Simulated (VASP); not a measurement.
Write the native input for VASP 6.6.1 that does the following.

```yaml
Task: single point
Functional: PBEsol
Potentials_or_basis: VASP PAW PBE potentials, release 64 (Rb_sv, Sr_sv)
Cutoff: 500 eV
k_mesh: 5 × 5 × 5
Occupations: fermi-dirac, width 0.1 eV
Spin: no spin polarisation
Dipole_correction: no
Further_INCAR_settings: ALGO = Normal; EDIFF = 1e-06; NBANDS = 26
```

The structure of Rb3Sr lies in POSCAR:

```
Rb3Sr
1.0
   -3.4117710000      3.4117710000      6.9324600000
    3.4117710000     -3.4117710000      6.9324600000
    3.4117710000      3.4117710000     -6.9324600000
Rb Sr
3 1
Direct
    0.7500000000      0.2500000000      0.5000000000
    0.2500000000      0.7500000000      0.5000000000
    0.5000000000      0.5000000000      0.0000000000
    0.0000000000      0.0000000000      0.0000000000
```

These files were run (other wordings do the same):

INCAR

```
  ALGO = Normal
  EDIFF = 1E-6
  ENCUT = 500
  GGA = PS
  GGA_COMPAT = F
  ISIF = 2
  ISMEAR = -1
  LASPH = T
  LCHARG = F
  LREAL = F
  LWAVE = F
  NBANDS = 26
  NELM = 120
  PREC = Accurate
  SIGMA = 0.1
```

KPOINTS

```
k-points
0
Gamma
  5 5 5
```

Potentials or basis: VASP PAW PBE potentials, release 64 (Rb_sv, Sr_sv).

The run is started by

```console
$ cat potpaw_PBE.64/Rb_sv/POTCAR potpaw_PBE.64/Sr_sv/POTCAR > POTCAR
$ mpirun -np 1 vasp_std > vasp.out
```

Results of the run:

* Pressure: -0.3 GPa
* Band gap on the k mesh: zero (an odd number of electrons rules out a gap without spin polarisation)

Caveat: the PAW data sets were made with another functional, which shifts forces and pressure a little.

It took 3.3 min on 1 thread of Intel(R) Xeon(R) Platinum 8375C CPU @ 2.90GHz (Ice Lake), with other jobs on the host, peak memory 0.62 GiB.
